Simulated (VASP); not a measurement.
# HgH3 (Pm-3m) in VASP: further runs, part 2 of 2

VASP 6.6.1.

## Step 3: Single point, PBE

This run uses another cell than the first one, of 10.57 Å³/atom, 1.181 times its volume.

File INCAR:

```
PREC = Accurate
ENCUT = 520
EDIFF = 1E-6
ISMEAR = 0
SIGMA = 0.1
LREAL = False
LASPH = True
NELM = 100
ALGO = Normal
ISIF = 2
LWAVE = False
LCHARG = False
GGA = PE
NBANDS = 16
```

File KPOINTS:

```
regular mesh
0
Gamma
  6 6 6
```

File POSCAR:

```
HgH3
1.0
    3.4842748984      0.0000000000      0.0000000000
    0.0000000000      3.4842748984      0.0000000000
    0.0000000000      0.0000000000      3.4842748984
Hg H
1 3
Direct
    0.0000000000      0.0000000000      0.0000000000
    0.0000000000      0.5000000000      0.5000000000
    0.5000000000      0.0000000000      0.5000000000
    0.5000000000      0.5000000000      0.0000000000
```

Potentials or basis: VASP PAW PBE potentials, release 64 (Hg, H).

Command:

```sh
cat potpaw_PBE.64/Hg/POTCAR potpaw_PBE.64/H/POTCAR > POTCAR
mpirun -np 1 vasp_std > vasp.out
```

OUTCAR:

```text
PREC = Accurate
   ENCUT = 520
   EDIFF = 1E-6
   ISMEAR = 0
   LREAL = False
   LASPH = True
   NELM = 100
   ISIF = 2
   GGA = PE

 ion  position               nearest neighbor table
   1  0.000  0.000  0.000-
   2  0.000  0.500  0.500-
   3  0.500  0.000  0.500-
   4  0.500  0.500  0.000-

  LATTYP: Found a simple cubic cell.
 ALAT       =     3.4842748984

  Lattice vectors:

 A1 = (   3.4842748984,   0.0000000000,   0.0000000000)
 A2 = (   0.0000000000,   3.4842748984,   0.0000000000)
 A3 = (   0.0000000000,   0.0000000000,   3.4842748984)

Analysis of symmetry for initial positions (statically):
=====================================================================
 Subroutine PRICEL returns:
 Original cell was already a primitive cell.

 Routine SETGRP: Setting up the symmetry group for a
 simple cubic supercell.

 Subroutine GETGRP returns: Found 48 space group operations
 (whereof 48 operations were pure point group operations)
 out of a pool of 48 trial point group operations.

The static configuration has the point symmetry O_h .

Analysis of symmetry for dynamics (positions and initial velocities):
=====================================================================
 Subroutine PRICEL returns:
 Original cell was already a primitive cell.

 Routine SETGRP: Setting up the symmetry group for a
 simple cubic supercell.

 Subroutine GETGRP returns: Found 48 space group operations
 (whereof 48 operations were pure point group operations)
 out of a pool of 48 trial point group operations.

The dynamic configuration has the point symmetry O_h .

 Subroutine INISYM returns: Found 48 space group operations
 (whereof 48 operations are pure point group operations),
 and found     1 'primitive' translations

[... 110 lines left out ...]
   IALGO  =     38    algorithm
   IMIX   =      4    mixing-type and parameters
     AMIX     =   0.40;   BMIX     =  1.00
     AMIX_MAG =   1.60;   BMIX_MAG =  1.00
  volume/ion in A,a.u.               =      10.57        71.36
  Fermi-wavevector in a.u.,A,eV,Ry     =   1.158758  2.189736 18.268824  1.342721
  Thomas-Fermi vector in A             =   2.295357
   LORBIT       =      0    0 simple, 1 ext, 2 COOP (PROOUT), +10 PAW based schemes
   GGA     = PE    functional components
   LHFCALC =     F    Hartree Fock is set to
   AEXX    =    0.0000 exact exchange contribution
   IVDW    =     0    specifies the selected vdW correction
   LEPSILON=     F    determine dielectric tensor
   LRPA    =     F    only Hartree local field effects (RPA)
 non-spin polarized calculation
 Gauss-broadening in eV      SIGMA  =   0.10
  energy-cutoff  :      520.00
  volume of cell :       42.30
 maximum number of plane-waves:      1155
 NGX is ok and might be reduce to    28
   NGX = 13   NGY = 13   NGZ = 13

 number of electron      14.9999998 magnetization

 Free energy of the ion-electron system (eV)
  ---------------------------------------------------
  ext. energy  EPLUGINS =         0.00000000
  ---------------------------------------------------
  free energy    TOTEN  =        -5.38217341 eV

  energy without entropy =       -5.36679225  energy(sigma->0) =       -5.37448283

 E-fermi :   0.6355     XC(G=0):  -9.7929

 val. band max:        0.5932655016   @ k =   0.5000   0.5000   0.5000
 cond. band min:       0.6518457099   @ k =   0.5000   0.3333   0.1667
 fundamental gap:      0.0585802084
 Fermi energy:         0.6354850863

 k-point     1 :       0.0000    0.0000    0.0000
  band No.  band energies     occupation
      1      -8.4634      2.00000
      2      -6.5401      2.00000
      3      -6.5401      2.00000
      4      -5.4860      2.00000
      5      -5.4860      2.00000
      6      -5.4860      2.00000
[... 357 lines left out ...]
      3      -6.6288      2.00000
      4      -5.1951      2.00000
      5      -5.1951      2.00000
      6       0.5933      1.44954
[... 8 lines left out ...]
     15      22.9785      0.00000
     16      22.9785      0.00000

------------------------ aborting loop because EDIFF is reached ----------------------------------------

  FORCE on cell =-STRESS in cart. coord.  units (eV):
  Direction    XX          YY          ZZ          XY          YZ          ZX
  --------------------------------------------------------------------------------------
  -------------------------------------------------------------------------------------
  Total       -2.0684632     -2.0684632     -2.0684632     -0.0000000     -0.0000000     -0.0000000
  in kB      -78.3467774    -78.3467774    -78.3467774     -0.0000000     -0.0000000     -0.0000000
  external PRESSURE =     -78.3467774 kB  Pullay stress =       0.0000000 kB

 VOLUME and BASIS-vectors are now :
 -----------------------------------------------------------------------------
  energy-cutoff  :      520.00
  volume of cell :       42.30
      direct lattice vectors                 reciprocal lattice vectors
     3.484274898  0.000000000  0.000000000     0.287003761  0.000000000  0.000000000
     0.000000000  3.484274898  0.000000000     0.000000000  0.287003761  0.000000000
     0.000000000  0.000000000  3.484274898     0.000000000  0.000000000  0.287003761

 POSITION                                       TOTAL-FORCE (eV/Angst)
 -----------------------------------------------------------------------------------
      0.00000      0.00000      0.00000         0.000000      0.000000      0.000000
      0.00000      1.74214      1.74214         0.000000      0.000000      0.000000
      1.74214      0.00000      1.74214         0.000000      0.000000      0.000000
      1.74214      1.74214      0.00000         0.000000      0.000000      0.000000
 -----------------------------------------------------------------------------------
    total drift:                               -0.000000     -0.000000     -0.000000

  FREE ENERGIE OF THE ION-ELECTRON SYSTEM (eV)
  ---------------------------------------------------
  free  energy   TOTEN  =        -5.3821734096 eV

  energy  without entropy=       -5.3667922526  energy(sigma->0) =       -5.37448283
```

OSZICAR:

```text
N       E                     dE             d eps       ncg     rms          rms(c)
DAV:   1     0.765968868044E+02    0.76597E+02   -0.69754E+03   648   0.830E+02
DAV:   2    -0.387250341165E+01   -0.80469E+02   -0.70582E+02   760   0.198E+02
DAV:   3    -0.580847230368E+01   -0.19360E+01   -0.19269E+01   792   0.323E+01
DAV:   4    -0.581072627490E+01   -0.22540E-02   -0.22539E-02   768   0.119E+00
DAV:   5    -0.581072985903E+01   -0.35841E-05   -0.35841E-05   824   0.464E-02    0.637E+00
DAV:   6    -0.539459716252E+01    0.41613E+00   -0.74264E-01   784   0.102E+01    0.573E+00
DAV:   7    -0.538216523638E+01    0.12432E-01   -0.88801E-02   712   0.202E+00    0.261E+00
DAV:   8    -0.538200355347E+01    0.16168E-03   -0.10653E-02   816   0.107E+00    0.363E-01
DAV:   9    -0.538224270257E+01   -0.23915E-03   -0.10836E-03   752   0.339E-01    0.128E-01
DAV:  10    -0.538217303778E+01    0.69665E-04   -0.14243E-04   728   0.123E-01    0.338E-02
DAV:  11    -0.538217340959E+01   -0.37181E-06   -0.57369E-06   720   0.172E-02
   1 F= -.53821734E+01 E0= -.53744828E+01  d E =-.153812E-01
```

Run time: 6.1 s. Hardware: 1 thread of Intel Xeon 6975P-C (Granite Rapids), shared host; peak memory 0.16 GiB.

What came out:

| Item | Value |
| --- | --- |
| Free energy | -5.3822 eV |
| Pressure | -7.8 GPa |

Caveat: spin-orbit coupling is left out, which moves the levels of the heavy elements.

## Step 4: Relaxation of cell and atoms, PBE

This run uses another cell than the first one, of 10.57 Å³/atom, 1.181 times its volume.

File INCAR:

```
PREC = Accurate
ENCUT = 600
EDIFF = 1E-6
ISMEAR = 0
SIGMA = 0.1
LREAL = False
LASPH = True
NELM = 100
ALGO = Normal
ISIF = 3
LWAVE = False
LCHARG = False
GGA = PE
IBRION = 2
NSW = 90
EDIFFG = -0.04
```

File KPOINTS:

```
Automatic mesh
0
Gamma
  6 6 6
```

POSCAR is that of step 3.

Command:

```sh
cat potpaw_PBE.64/Hg/POTCAR potpaw_PBE.64/H/POTCAR > POTCAR
mpirun -np 1 vasp_std > vasp.out
```

It took 16 s on 1 thread of Intel Xeon 6975P-C (Granite Rapids), shared host; peak memory 0.17 GiB.

It converged, with:

```yaml
Free_energy: -5.5576 eV
Relaxed_volume: 9.09 Å³/atom
Relaxed_cell: a = 3.313 Å, b = 3.313 Å, c = 3.313 Å, α = 90.00°, β = 90.00°, γ = 90.00°
Space_group_after_relaxing_to_0.05_Å: Pm-3m (No. 221)
Energy_gained_by_relaxing: 43.8 meV/atom
Ionic_steps: 3
Pressure_after_relaxing: -0.5 GPa
```

Step by step:
```tsv
step	energy change (eV)	largest force (eV/Å)	pressure (GPa)	volume (Å³)
1	0.0000	0.0000	-7.86	42.30
2	-0.1248	0.0000	-4.86	39.20
3	-0.1752	0.0000	-0.46	36.35
```

Final structure:
```
CELL_PARAMETERS angstrom
3.31252 0.00000 0.00000
0.00000 3.31252 0.00000
0.00000 0.00000 3.31252
ATOMIC_POSITIONS crystal
Hg 0.00000 0.00000 0.00000
H 0.00000 0.50000 0.50000
H 0.50000 0.00000 0.50000
H 0.50000 0.50000 0.00000
```

Levels at points of the mesh, in eV from the Fermi level:
```tsv
k point	band 3	band 4	band 5	band 6	band 7	band 8	band 9	band 10	band 11
(0.00, 0.00, 0.00)	-7.98	-6.50	-6.50	-6.50	1.54	1.54	5.33	5.98	5.98
(0.50, 0.00, 0.00)	-6.93	-6.93	-6.69	-6.47	-5.01	0.62	4.52	9.15	9.15
(0.50, 0.50, 0.00)	-6.86	-6.86	-6.13	-4.10	-4.10	-1.82	-0.63	8.27	8.27
(0.50, 0.50, 0.50)	-8.13	-6.10	-6.10	0.09	0.09	0.09	1.14	2.14	2.14
```

Caveat: spin-orbit coupling is left out, which moves the levels of the heavy elements.

## Step 5: The runs side by side

```tsv
task	cell	cutoff (eV)	gap on the mesh (eV)	pressure (GPa)
single point	a = 3.297 Å, 4 atoms	520	none	0.4
single point	a = 3.484 Å, 4 atoms	520	none	-7.8
relaxation of cell and atoms	relaxed from a = 3.484 Å, 4 atoms	600	none	-0.5
```

Alike in all rows: level PBE; potentials or basis VASP PAW PBE potentials, release 64 (Hg, H); no spin polarisation; k mesh 6 × 6 × 6; smearing gaussian 0.1 eV.

Caveats: spin-orbit coupling is left out, which moves the levels of the heavy elements.

Absolute energies hang on the potentials; compare differences alone.
